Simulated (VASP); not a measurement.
**TiO2: single point with PBE**

The system is TiO2.

```xyz
9
Lattice="5.3589 0.0000 0.0000 -2.6795 4.6410 0.0000 0.0000 0.0000 6.0825" Properties=species:S:1:pos:R:3 pbc="T T T"
Ti    2.4361    0.0000    2.0275
Ti   -1.2180    2.1097    4.0550
Ti    1.4614    2.5313    0.0000
O     0.7989    4.0934    0.6394
O     3.4784    0.5476    3.4155
O     0.4661    1.9024    4.6944
O     3.1455    2.7386    5.4430
O    -1.2650    3.2862    2.6669
O     1.4145    1.3548    1.3880
```

| Property | Result |
| --- | --- |
| Program | VASP 6.6.1 |
| Task | single point |
| Functional | PBE |
| Potentials or basis | VASP PAW PBE potentials, release 64 (Ti_sv, O) |
| Cutoff | 520 eV |
| k mesh | 5 × 5 × 4 |
| Occupations | fermi-dirac, width 0.05 eV |
| Spin | no spin polarisation |

```yaml
Pressure: 2.4 GPa
Largest_force: 0.056 eV/Å
Band_gap_on_the_k_mesh: 3.61 eV, indirect (least direct gap 3.63 eV)
```

Forces in eV/Å, atoms in the order of the input:
```
Ti  -0.001  0.000  0.000
Ti   0.001 -0.001  0.000
Ti   0.001  0.001  0.000
O    0.016  0.045 -0.028
O    0.016 -0.045  0.028
O    0.031 -0.037 -0.028
O    0.031  0.037  0.028
O   -0.047 -0.008 -0.028
O   -0.047  0.008  0.028
```

Stress tensor (GPa, compression positive):
```
2.85 0.00 0.00
0.00 2.85 0.00
0.00 0.00 1.51
```

Levels at points of the mesh, in eV from the valence-band top:
```tsv
k point	band 32	band 33	band 34	band 35	band 36	band 37	band 38	band 39	band 40	band 41
(0.00, 0.00, 0.00)	-0.81	-0.81	-0.37	-0.26	-0.26	3.80	4.22	4.22	4.52	4.52
(0.00, 0.00, 0.50)	-0.90	-0.65	-0.07	-0.07	-0.02	3.61	4.06	4.06	4.36	4.58
```

Wall time 89 s on 1 thread of Intel(R) Xeon(R) Platinum 8488C (Sapphire Rapids), on a shared host, peak memory 0.29 GiB.

A k mesh can miss the band edges. A hybrid or GW would open this gap; PBE tends to underestimate it.
